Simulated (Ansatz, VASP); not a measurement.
One calculation of BP, two programs

```
B P
1.0
     0.00000    2.27415    2.27415
     2.27415    0.00000    2.27415
     2.27415    2.27415    0.00000
B P
1 1
Direct
  0.00000 0.00000 0.00000
  0.25000 0.25000 0.25000
```

Alike in both runs: task relaxation of cell and atoms; functional PBE; dispersion D3(BJ); k mesh 10 × 10 × 10; occupations gaussian, width 0.02 eV; no spin polarisation.

|  | VASP | Ansatz |
| --- | --- | --- |
| version | VASP 6.6.1 | Ansatz 0.2.0 |
| potentials or method | VASP PAW PBE potentials, release 64 (B, P), cutoff 500 eV | scalar-relativistic, plane waves, PAW |
| valence electrons in the cell | 8 | 8 |

Ansatz gave:

```
gap on the k mesh at the Fermi level, each at its own relaxed structure (eV) : 1.22
relaxed volume (Å³/atom)                                                     : 11.45
relaxed cell length with the largest relative difference (Å)                 : 3.187
```

Q: What did VASP give for the same quantities?

A: gap on the k mesh at the Fermi level, each at its own relaxed structure (eV): 1.21; relaxed volume (Å³/atom): 11.43; relaxed cell length with the largest relative difference (Å): 3.186.
